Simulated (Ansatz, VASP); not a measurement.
**One calculation of Ta, two programs**

```
Ta
1.0
    -1.52258    1.65948    1.72171
     1.52258   -1.65948    1.72171
     1.52258    1.65948   -1.72171
Ta
1
Direct
  0.00000 0.00000 0.00000
```

Change from the starting cell: normal strain along x -0.0825, normal strain along z +0.0375.

Alike in both runs: task single point; functional PBE; k mesh 18 × 18 × 18; occupations gaussian, width 0.15 eV; no spin polarisation.

|  | VASP | Ansatz |
| --- | --- | --- |
| version | VASP 6.6.1 | Ansatz 0.2.0 |
| potentials or method | VASP PAW PBE potentials, release 64 (Ta_pv), cutoff 520 eV | scalar-relativistic, plane waves, PAW |
| valence electrons in the cell | 11 | 13 |

Ansatz gave:

- gap on the k mesh at the Fermi level (eV): none
- pressure (GPa): 11.7
- traceless stress, the component that is largest in VASP (GPa): 5.82

Q: Estimate VASP's values.

A: gap on the k mesh at the Fermi level (eV): none; pressure (GPa): 11.9; traceless stress, the component that is largest in VASP (GPa): 5.82.

A gap of «none» marks a metal or a gap that the smearing closes. VASP's potentials hold 11 valence electrons a cell and Ansatz's 13, so a difference there can come from the potentials and not from the codes.

Neither program's run includes spin-orbit coupling.
